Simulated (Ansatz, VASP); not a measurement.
# La in VASP and in Ansatz

```xyz
2
Lattice="3.7500 -0.0375 -0.0375 -1.9075 3.2663 -0.0137 -0.0607 -0.0607 6.0700" Properties=species:S:1:pos:R:3 pbc="T T T"
La   -0.0368    2.1499    1.4958
La    1.8187    1.0183    4.5229
```

Change from the starting cell: equal xy, yz and zx shear strains of -2 %.

Alike in both runs: task single point; functional LDA; k mesh 11 × 11 × 6; occupations fermi-dirac, width 0.05 eV; no spin polarisation.

|  | VASP | Ansatz |
| --- | --- | --- |
| version | VASP 6.6.1 | Ansatz 0.2.0 |
| potentials or method | VASP PAW LDA potentials, release 64 (La), cutoff 520 eV | all-electron LAPW, scalar-relativistic |

|  | VASP | Ansatz | Ansatz less VASP |
| --- | --- | --- | --- |
| pressure (GPa) | -3.1 | -3.0 | +0.09 |
| traceless stress, the component that is largest in VASP (GPa) | 0.29 | 0.29 | +0.001 |
| rms of the force components (eV/Å) | 0.003 | 0.004 | +0.0004 |

LDA's correlation is that of Perdew and Zunger in VASP and of Perdew and Wang (1992) in Ansatz. Atom by atom the forces differ by 0.000 eV/Å (rms over components). Ansatz ran all-electron here, and VASP with PAW potentials.

Neither program's run includes spin-orbit coupling.
